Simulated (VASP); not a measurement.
# Mg (I4/mmm) in VASP: a series of runs

The runs below take Mg through single point, with PBE.

Program: VASP 6.6.1. These are calculated values, not measurements. Logs are shortened: lines on timing, memory, paths and dates and some standing lists are left out, and cuts for length are marked.

### 1 The cell of the first run

It takes space group I4/mmm (No. 139, tetragonal). Conventional cell: a = 3.842 Å, b = 3.842 Å, c = 3.410 Å, α = 90.00°, β = 90.00°, γ = 90.00°. Mg (site symmetry 4/mmm) has 14 Mg at 3.21 to 3.84 Å within 4.2 Å.

### 2 Single point, PBE

INCAR

```
ALGO = Normal
EDIFF = 1E-6
ENCUT = 520
GGA = PE
ISIF = 2
ISMEAR = 0
LASPH = True
LCHARG = False
LREAL = False
LWAVE = False
NBANDS = 7
NELM = 80
PREC = Accurate
SIGMA = 0.15
```

KPOINTS

```
k-points
0
Gamma
  18 18 18
```

POSCAR

```
Mg
1.0
   -1.9212000000      1.9212000000      1.7048661797
    1.9212000000     -1.9212000000      1.7048661797
    1.9212000000      1.9212000000     -1.7048661797
Mg
1
Direct
    0.0000000000      0.0000000000      0.0000000000
```

Potentials or basis: VASP PAW PBE potentials, release 64 (Mg).

Started as:

```console
cat potpaw_PBE.64/Mg/POTCAR > POTCAR
mpirun -np 1 vasp_std > vasp.out
```

OUTCAR:

```text
EDIFF = 1E-6
   ENCUT = 520
   GGA = PE
   ISIF = 2
   ISMEAR = 0
   LASPH = True
   LREAL = False
   NELM = 80
   PREC = Accurate

 ion  position               nearest neighbor table
   1  0.000  0.000  0.000-

  LATTYP: Found a body centered tetragonal cell.
 ALAT       =     3.8424000000
 C/A-ratio  =     0.8873965124

  Lattice vectors:

 A1 = (  -1.9212000000,   1.9212000000,   1.7048661797)
 A2 = (   1.9212000000,  -1.9212000000,   1.7048661797)
 A3 = (   1.9212000000,   1.9212000000,  -1.7048661797)

Analysis of symmetry for initial positions (statically):
=====================================================================
 Subroutine PRICEL returns:
 Original cell was already a primitive cell.

 Routine SETGRP: Setting up the symmetry group for a
 body centered tetragonal supercell.

 Subroutine GETGRP returns: Found 16 space group operations
 (whereof 16 operations were pure point group operations)
 out of a pool of 16 trial point group operations.

The static configuration has the point symmetry D_4h.

Analysis of symmetry for dynamics (positions and initial velocities):
=====================================================================
 Subroutine PRICEL returns:
 Original cell was already a primitive cell.

 Routine SETGRP: Setting up the symmetry group for a
 body centered tetragonal supercell.

 Subroutine GETGRP returns: Found 16 space group operations
 (whereof 16 operations were pure point group operations)
 out of a pool of 16 trial point group operations.

The dynamic configuration has the point symmetry D_4h.

 Subroutine INISYM returns: Found 16 space group operations
 (whereof 16 operations are pure point group operations),
 and found     1 'primitive' translations

----------------------------------------------------------------------------------------

                                     Primitive cell

  volume of cell :      25.1707

  direct lattice vectors                    reciprocal lattice vectors
    -1.921200000  1.921200000  1.704866180     0.000000000  0.260254008  0.293278150
     1.921200000 -1.921200000  1.704866180     0.260254008  0.000000000  0.293278150
     1.921200000  1.921200000 -1.704866180     0.260254008  0.260254008  0.000000000

  length of vectors
     3.207582824  3.207582824  3.207582824     0.392102311  0.392102311  0.368054748

[... 77 lines left out ...]
   NELM   =     80;   NELMIN=  2; NELMDL= -5     # of ELM steps
   EDIFF  = 0.1E-05   stopping-criterion for ELM
   LREAL  =      F    real-space projection
   EDIFFG = 0.1E-04   stopping-criterion for IOM
   NSW    =      0    number of steps for IOM
   IBRION =     -1    ionic relax: 0-MD 1-quasi-New 2-CG
   NFREE  =      0    steps in history (QN), initial steepest desc. (CG)
   ISIF   =      2    stress and relaxation
   ISYM   =      2    0-nonsym 1-usesym 2-fastsym
   POTIM  = 0.5000    time-step for ionic-motion
   TEBEG  =    0.0;   TEEND  =   0.0 temperature during run
   PSTRESS=    0.0 pullay stress
   NELECT =       2.0000    total number of electrons
   NUPDOWN=      -1.0000    fix difference up-down
   EMIN   =  10.00;   EMAX   =-10.00  energy-range for DOS
   EFERMI =   0.00;   METHOD = LEGACY
   ISMEAR =     0;   SIGMA  =   0.15  broadening in eV -4-tet -1-fermi 0-gaus
   EFERMI_NEDOS =   21; number of points for ismear=-14 and -15
   IALGO  =     38    algorithm
   IMIX   =      4    mixing-type and parameters
     AMIX     =   0.40;   BMIX     =  1.00
     AMIX_MAG =   1.60;   BMIX_MAG =  1.00
  volume/ion in A,a.u.               =      25.17       169.86
  Fermi-wavevector in a.u.,A,eV,Ry     =   0.703806  1.330001  6.739551  0.495343
  Thomas-Fermi vector in A             =   1.788877
   LORBIT       =      0    0 simple, 1 ext, 2 COOP (PROOUT), +10 PAW based schemes
   GGA     = PE    functional components
   LHFCALC =     F    Hartree Fock is set to
   AEXX    =    0.0000 exact exchange contribution
   IVDW    =     0    specifies the selected vdW correction
   LEPSILON=     F    determine dielectric tensor
   LRPA    =     F    only Hartree local field effects (RPA)
 non-spin polarized calculation
 Gauss-broadening in eV      SIGMA  =   0.15
  energy-cutoff  :      520.00
  volume of cell :       25.17
 maximum number of plane-waves:       694
   NGX = 11   NGY = 11   NGZ = 11

 number of electron       2.0000000 magnetization

 Free energy of the ion-electron system (eV)
  ---------------------------------------------------
  ext. energy  EPLUGINS =         0.00000000
  ---------------------------------------------------
  free energy    TOTEN  =        -1.45770028 eV

  energy without entropy =       -1.45211906  energy(sigma->0) =       -1.45490967

 E-fermi :   2.1841     XC(G=0):  -8.2126

 val. band max:        2.1641820675   @ k =   0.3889   0.1667   0.0556
 cond. band min:       2.1924188583   @ k =  -0.3333  -0.3889   0.3333
 fundamental gap:      0.0282367908
 Fermi energy:         2.1841345934

 k-point     1 :       0.0000    0.0000    0.0000
  band No.  band energies     occupation
      1      -4.3721      2.00000
      2      13.1855      0.00000
      3      15.0371      0.00000
      4      15.0371      0.00000
      5      15.2759      0.00000
      6      15.5307      0.00000
      7      15.5307      0.00000
[... 221 lines left out ...]
 k-point    24 :      -0.2222    0.0556    0.0000
  band No.  band energies     occupation
      1      -3.4790      2.00000
      2       9.8794      0.00000
      3      10.3811      0.00000
      4      12.6212      0.00000
      5      13.1762      0.00000
      6      15.6764      0.00000
      7      17.6165      0.00000

 [... further k-points ...]

------------------------ aborting loop because EDIFF is reached ----------------------------------------

  FORCE on cell =-STRESS in cart. coord.  units (eV):
  Direction    XX          YY          ZZ          XY          YZ          ZX
  --------------------------------------------------------------------------------------
  -------------------------------------------------------------------------------------
  Total       -0.4279359     -0.4279359     -0.4146000      0.0000000     -0.0000000      0.0000000
  in kB      -27.2391669    -27.2391669    -26.3903070      0.0000000     -0.0000000      0.0000000
  external PRESSURE =     -26.9562136 kB  Pullay stress =       0.0000000 kB

 VOLUME and BASIS-vectors are now :
 -----------------------------------------------------------------------------
  energy-cutoff  :      520.00
  volume of cell :       25.17
      direct lattice vectors                 reciprocal lattice vectors
    -1.921200000  1.921200000  1.704866180     0.000000000  0.260254008  0.293278150
     1.921200000 -1.921200000  1.704866180     0.260254008  0.000000000  0.293278150
     1.921200000  1.921200000 -1.704866180     0.260254008  0.260254008  0.000000000

 POSITION                                       TOTAL-FORCE (eV/Angst)
 -----------------------------------------------------------------------------------
      0.00000      0.00000      0.00000        -0.000000     -0.000000     -0.000000
 -----------------------------------------------------------------------------------
    total drift:                                0.000000      0.000000     -0.000000

  FREE ENERGIE OF THE ION-ELECTRON SYSTEM (eV)
  ---------------------------------------------------
  free  energy   TOTEN  =        -1.4577002849 eV

  energy  without entropy=       -1.4521190558  energy(sigma->0) =       -1.45490967
```

OSZICAR:

```text
N       E                     dE             d eps       ncg     rms          rms(c)
DAV:   1    -0.837438830471E+00   -0.83744E+00   -0.72210E+02  7175   0.187E+02
DAV:   2    -0.146279319367E+01   -0.62535E+00   -0.59883E+00  8652   0.105E+01
DAV:   3    -0.146539747740E+01   -0.26043E-02   -0.26023E-02  8666   0.764E-01
DAV:   4    -0.146540277259E+01   -0.52952E-05   -0.52954E-05  9520   0.264E-02
DAV:   5    -0.146540278940E+01   -0.16812E-07   -0.16543E-07  8708   0.966E-04    0.683E-01
DAV:   6    -0.146196371335E+01    0.34391E-02   -0.46871E-04  7455   0.145E-01    0.438E-01
DAV:   7    -0.145769244751E+01    0.42713E-02   -0.20619E-03  7112   0.261E-01    0.266E-02
DAV:   8    -0.145770115286E+01   -0.87053E-05   -0.12394E-05  9709   0.208E-02    0.612E-03
DAV:   9    -0.145770028489E+01    0.86796E-06   -0.82518E-07  8050   0.378E-03
   1 F= -.14577003E+01 E0= -.14549097E+01  d E =-.558123E-02
```

stdout:

```text
POSCAR found type information on POSCAR Mg
 POSCAR found :  1 types and       1 ions
 scaLAPACK will be used
 LDA part: xc-table for (Slater+PW92), standard interpolation
 POSCAR, INCAR and KPOINTS ok, starting setup
 FFT: planning ... GRIDC
 FFT: planning ... GRID_SOFT
 FFT: planning ... GRID
 WAVECAR not read
 entering main loop
```

Wall time 14 s (1 thread of Intel Xeon 6975P-C (Granite Rapids), shared host); peak memory 0.2 GiB.

What came out:

* Free energy: -1.4577 eV
* Pressure: -2.7 GPa
* Band gap on the k mesh: zero (band 1 reaches 5.10 eV, above the bottom of band 2 at 0.72 eV)

### 3 Single point, PBE

This run uses another cell than the first one, of 26.18 Å³/atom, 1.040 times its volume.

INCAR

```
SYSTEM = Mg
PREC = Accurate ; ENCUT = 520
EDIFF = 1E-6 ; ISMEAR = 0
SIGMA = 0.15 ; LREAL = .FALSE.
LASPH = .TRUE. ; NELM = 80
ALGO = Fast ; ISIF = 2
LWAVE = .FALSE. ; LCHARG = .TRUE.
GGA = PE ; LELF = .TRUE.
LVHAR = .TRUE. ; NBANDS = 7
```

KPOINTS

```
Automatic mesh
0
G
  18 18 18
  0 0 0
```

POSCAR

```
Mg
1.0
   -1.9212000000      1.9212000000      1.7730500000
    1.9212000000     -1.9212000000      1.7730500000
    1.9212000000      1.9212000000     -1.7730500000
Mg
1
Direct
    0.0000000000      0.0000000000      0.0000000000
```

Potentials or basis: VASP PAW PBE potentials, release 64 (Mg).

Started as:

```console
cat potpaw_PBE.64/Mg/POTCAR > POTCAR
mpirun -np 1 vasp_std > vasp.out
```

Run time: 14 s. Hardware: 1 thread of Intel Xeon 6975P-C (Granite Rapids), shared host; peak memory 0.21 GiB.

It converged, with:

| Item | Value |
| --- | --- |
| Free energy | -1.4374 eV |
| Pressure | -3.6 GPa |
| Band gap on the k mesh | zero (band 1 reaches 4.95 eV, above the bottom of band 2 at 0.70 eV) |

Stress tensor (GPa, compression positive):
```
-3.55  0.00  0.00
 0.00 -3.55  0.00
 0.00  0.00 -3.70
```

Levels at points of the mesh, in eV from the Fermi level:
| k point | band 1 | band 2 | band 3 | band 4 |
| --- | --- | --- | --- | --- |
| (0.00, 0.00, 0.00) | -6.39 | 11.23 | 12.74 | 12.74 |
| (0.50, 0.00, 0.00) | -1.17 | -0.73 | 7.78 | 8.02 |
| (0.50, 0.50, 0.00) | -1.49 | -1.29 | 9.10 | 9.23 |
| (0.50, 0.50, 0.50) | 2.95 | 2.95 | 3.63 | 3.98 |

### 4 Single point, PBE

This run uses another cell than the first one, of 26.31 Å³/atom, 1.045 times its volume.

INCAR

```
SYSTEM = Mg
ALGO = Fast
EDIFF = 1E-6
ENCUT = 520
GGA = PE
ISIF = 2
ISMEAR = 0
LASPH = .True.
LCHARG = .True.
LELF = .True.
LREAL = .False.
LVHAR = .True.
LWAVE = .False.
NBANDS = 7
NELM = 60
PREC = Accurate
SIGMA = 0.15
```

KPOINTS

```
k-points
0
Gamma
  18 18 18
  0 0 0
```

POSCAR

```
Mg
1.0
   -1.9640500000      1.9640500000      1.7048661797
    1.9640500000     -1.9640500000      1.7048661797
    1.9640500000      1.9640500000     -1.7048661797
Mg
1
Direct
    0.0000000000      0.0000000000      0.0000000000
```

Potentials or basis: VASP PAW PBE potentials, release 64 (Mg).

Started as:

```console
cat potpaw_PBE.64/Mg/POTCAR > POTCAR
mpirun -np 1 vasp_std > vasp.out
```

OUTCAR:

```text
SYSTEM = Mg
   EDIFF = 1E-6
   ENCUT = 520
   GGA = PE
   ISIF = 2
   ISMEAR = 0
   LASPH = .True.
   LREAL = .False.
   NELM = 60
   PREC = Accurate

 ion  position               nearest neighbor table
   1  0.000  0.000  0.000-

  LATTYP: Found a body centered tetragonal cell.
 ALAT       =     3.9281000000
 C/A-ratio  =     0.8680360376

  Lattice vectors:

 A1 = (  -1.9640500000,   1.9640500000,   1.7048661797)
 A2 = (   1.9640500000,  -1.9640500000,   1.7048661797)
 A3 = (   1.9640500000,   1.9640500000,  -1.7048661797)

Analysis of symmetry for initial positions (statically):
=====================================================================
 Subroutine PRICEL returns:
 Original cell was already a primitive cell.

 Routine SETGRP: Setting up the symmetry group for a
 body centered tetragonal supercell.

 Subroutine GETGRP returns: Found 16 space group operations
 (whereof 16 operations were pure point group operations)
 out of a pool of 16 trial point group operations.

The static configuration has the point symmetry D_4h.

Analysis of symmetry for dynamics (positions and initial velocities):
=====================================================================
 Subroutine PRICEL returns:
 Original cell was already a primitive cell.

 Routine SETGRP: Setting up the symmetry group for a
 body centered tetragonal supercell.

 Subroutine GETGRP returns: Found 16 space group operations
 (whereof 16 operations were pure point group operations)
 out of a pool of 16 trial point group operations.

The dynamic configuration has the point symmetry D_4h.

 Subroutine INISYM returns: Found 16 space group operations
 (whereof 16 operations are pure point group operations),
 and found     1 'primitive' translations

----------------------------------------------------------------------------------------

[... 109 lines left out ...]
     AMIX     =   0.40;   BMIX     =  1.00
     AMIX_MAG =   1.60;   BMIX_MAG =  1.00
  volume/ion in A,a.u.               =      26.31       177.52
  Fermi-wavevector in a.u.,A,eV,Ry     =   0.693532  1.310585  6.544217  0.480986
  Thomas-Fermi vector in A             =   1.775772
   LORBIT       =      0    0 simple, 1 ext, 2 COOP (PROOUT), +10 PAW based schemes
   GGA     = PE    functional components
   LHFCALC =     F    Hartree Fock is set to
   AEXX    =    0.0000 exact exchange contribution
   IVDW    =     0    specifies the selected vdW correction
   LEPSILON=     F    determine dielectric tensor
   LRPA    =     F    only Hartree local field effects (RPA)
 non-spin polarized calculation
 RMM-DIIS sequential band-by-band and
 Gauss-broadening in eV      SIGMA  =   0.15
  energy-cutoff  :      520.00
  volume of cell :       26.31
 maximum number of plane-waves:       758
   NGX = 13   NGY = 13   NGZ = 13

 number of electron       2.0000000 magnetization

 Free energy of the ion-electron system (eV)
  ---------------------------------------------------
  ext. energy  EPLUGINS =         0.00000000
  ---------------------------------------------------
  free energy    TOTEN  =        -1.43502689 eV

  energy without entropy =       -1.42887421  energy(sigma->0) =       -1.43195055

 E-fermi :   1.9712     XC(G=0):  -8.0806

 val. band max:        1.9653197410   @ k =   0.5000   0.0556   0.0000
 cond. band min:       1.9726004346   @ k =  -0.1667  -0.4444   0.0556
 fundamental gap:      0.0072806935
 Fermi energy:         1.9712018189

 k-point     1 :       0.0000    0.0000    0.0000
  band No.  band energies     occupation
      1      -4.4039      2.00000
      2      12.4997      0.00000
      3      14.1319      0.00000
      4      14.1319      0.00000
      5      14.5534      0.00000
      6      15.2227      0.00000
      7      15.2227      0.00000
[... 221 lines left out ...]
 k-point    24 :      -0.2222    0.0556    0.0000
  band No.  band energies     occupation
      1      -3.5339      2.00000
      2       9.4719      0.00000
      3       9.9093      0.00000
      4      11.9819      0.00000
      5      12.7084      0.00000
      6      15.1480      0.00000
      7      17.0679      0.00000

 [... further k-points ...]

------------------------ aborting loop because EDIFF is reached ----------------------------------------

  FORCE on cell =-STRESS in cart. coord.  units (eV):
  Direction    XX          YY          ZZ          XY          YZ          ZX
  --------------------------------------------------------------------------------------
  -------------------------------------------------------------------------------------
  Total       -0.5970905     -0.5970905     -0.5659044      0.0000000      0.0000000      0.0000000
  in kB      -36.3659856    -36.3659856    -34.4665851      0.0000000      0.0000000      0.0000000
  external PRESSURE =     -35.7328521 kB  Pullay stress =       0.0000000 kB

 VOLUME and BASIS-vectors are now :
 -----------------------------------------------------------------------------
  energy-cutoff  :      520.00
  volume of cell :       26.31
      direct lattice vectors                 reciprocal lattice vectors
    -1.964050000  1.964050000  1.704866180     0.000000000  0.254576004  0.293278150
     1.964050000 -1.964050000  1.704866180     0.254576004  0.000000000  0.293278150
     1.964050000  1.964050000 -1.704866180     0.254576004  0.254576004  0.000000000

 POSITION                                       TOTAL-FORCE (eV/Angst)
 -----------------------------------------------------------------------------------
      0.00000      0.00000      0.00000         0.000000     -0.000000      0.000000
 -----------------------------------------------------------------------------------
    total drift:                                0.000000      0.000000      0.000000

  FREE ENERGIE OF THE ION-ELECTRON SYSTEM (eV)
  ---------------------------------------------------
  free  energy   TOTEN  =        -1.4350268923 eV

  energy  without entropy=       -1.4288742066  energy(sigma->0) =       -1.43195055
```

stdout:

```text
POSCAR found type information on POSCAR Mg
 POSCAR found :  1 types and       1 ions
 scaLAPACK will be used
 LDA part: xc-table for (Slater+PW92), standard interpolation
 POSCAR, INCAR and KPOINTS ok, starting setup
 FFT: planning ... GRIDC
 FFT: planning ... GRID_SOFT
 FFT: planning ... GRID
 WAVECAR not read
 entering main loop
```

Wall time 14 s (1 thread of Intel Xeon 6975P-C (Granite Rapids), shared host); peak memory 0.21 GiB.

Results:

* Free energy: -1.4350 eV
* Pressure: -3.6 GPa
* Band gap on the k mesh: zero (band 1 reaches 4.67 eV, above the bottom of band 2 at 0.41 eV)

### 5 The runs side by side

| cell | gap on the mesh (eV) | pressure (GPa) |
| --- | --- | --- |
| a = 3.208 Å, angles 106.4, 106.4, 115.8°, 1 atom | none | -2.7 |
| a = 3.244 Å, angles 107.4, 107.4, 113.7°, 1 atom | none | -3.6 |
| a = 3.259 Å, angles 105.9, 105.9, 116.9°, 1 atom | none | -3.6 |

Alike in all rows: task single point; level PBE; potentials or basis VASP PAW PBE potentials, release 64 (Mg); no spin polarisation; k mesh 18 × 18 × 18; cutoff (eV) 520; smearing gaussian 0.15 eV.

Absolute energies hang on the potentials; compare differences alone.
